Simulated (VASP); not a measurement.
Wanted: the native input for a VASP 6.6.1 run.

```yaml
Task: electric field gradients
Functional: PBEsol
Potentials_or_basis: VASP PAW PBE potentials, release 64 (K_sv, Pt)
Cutoff: 520 eV
k_mesh: 7 × 7 × 7
Occupations: fermi-dirac, width 0.03 eV
Spin: no spin polarisation
Dipole_correction: no
Further_INCAR_settings: ALGO = Normal; EDIFF = 1e-08; NBANDS = 21
```

The structure of K2Pt lies in POSCAR:

```
K2Pt
1.0
    0.0000000000      2.7862058637      2.7862058637
    2.7862058637      0.0000000000      2.7862058637
    2.7862058637      2.7862058637      0.0000000000
K Pt
2 1
Direct
    0.7500000000      0.7500000000      0.7500000000
    0.2500000000      0.2500000000      0.2500000000
    0.0000000000      0.0000000000      0.0000000000
```

One way to write it, as run:

INCAR

```
SYSTEM = K2Pt
PREC = Accurate
ENCUT = 520
EDIFF = 1E-8
ISMEAR = -1
SIGMA = 0.03
LREAL = .FALSE.
LASPH = .TRUE.
NELM = 60
ALGO = Normal
ISIF = 2
LWAVE = .FALSE.
LCHARG = .FALSE.
GGA = PS
LEFG = .TRUE.
NBANDS = 21
```

KPOINTS

```
Automatic mesh
0
G
  7 7 7
  0 0 0
```

Potentials or basis: VASP PAW PBE potentials, release 64 (K_sv, Pt).

Run with:

```console
$ cat potpaw_PBE.64/K_sv/POTCAR potpaw_PBE.64/Pt/POTCAR > POTCAR
$ mpirun -np 1 vasp_std > vasp.out
```

It gave:

```
Pressure                                : 114.4 GPa
Largest electric field gradient by atom : zero within the noise of the run
```

Caveat: the cell stands under pressure; the PAW data sets were made with another functional, which shifts forces and pressure a little.

Wall time 28 s on 1 thread of Intel(R) Xeon(R) Platinum 8259CL CPU @ 2.50GHz (Skylake/Cascade Lake) (shared host), peak memory 0.17 GiB.
